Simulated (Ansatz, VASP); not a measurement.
**BeTe: VASP beside Ansatz**

INCAR

```
ALGO = Normal
EDIFF = 1E-6
ENCUT = 600
GGA = PE
GGA_COMPAT = False
ISIF = 2
ISMEAR = -1
LASPH = True
LCHARG = False
LORBIT = 11
LORBMOM = True
LREAL = False
LSORBIT = True
LWAVE = False
MAGMOM = 0 0 0 0 0 0
NBANDS = 20
NELM = 200
PREC = Accurate
SIGMA = 0.03
```

Contents of KPOINTS:

```
k-points
0
Gamma
  11 11 11
```

The input POSCAR:

```
BeTe
1.0
    0.0000000000      2.7700000000      2.7700000000
    2.7700000000      0.0000000000      2.7700000000
    2.7700000000      2.7700000000      0.0000000000
Be Te
1 1
Direct
    0.0000000000      0.0000000000      0.0000000000
    0.7500000000      0.7500000000      0.7500000000
```

Input for Ansatz:

```yaml
crystal:
  lattice:
    - [0.0, 2.77, 2.77]
    - [2.77, 0.0, 2.77]
    - [2.77, 2.77, 0.0]
  atoms:
    - { symbol: Be, position: [0.0, 0.0, 0.0] }
    - { symbol: Te, position: [0.75, 0.75, 0.75] }
kpoints:
  mp_grid: { grid: [11, 11, 11] }
  band_path:
    path:
      - [0.0, 0.0, 0.0]
      - [-0.5, -0.5, 0.0]
      - [-0.375, -0.375, 0.25]
      - [-0.375, 0.0, 0.375]
      - [0.0, 0.0, 0.0]
      - [0.0, 0.0, 0.5]
      - [-0.5, -0.25, 0.25]
      - [-0.5, -0.5, 0.0]
    npoints: 5
scf:
  occupations: { method: fermi_dirac, width: 0.03 }
hamiltonian:
  xc: pbe
  pseudopotentials: { kind: all_electron, lapw: { basis_error: 0.0005 } }
output:
  forces: true
  stress: true
  eigenvalues: true
magnetization:
  noncollinear: true
  spin_orbit: true
```

Alike in both runs: task single point; functional PBE; k mesh 11 × 11 × 11; occupations fermi-dirac, width 0.03 eV; non-collinear spin, spin-orbit coupling.

```csv
,VASP,Ansatz
version,VASP 6.6.1,Ansatz 0.2.0
potentials or method,"VASP PAW PBE potentials, release 64 (Be, Te), cutoff 600 eV",all-electron LAPW
```

VASP gave:

```
pressure (GPa)           : 4.5
net moment per atom (μB) : 0.00
```

Problem. Estimate Ansatz's values.

Solution. Pressure (GPa): 4.3; net moment per atom (μB): 0.00.

Ansatz ran all-electron here, and VASP with PAW potentials.
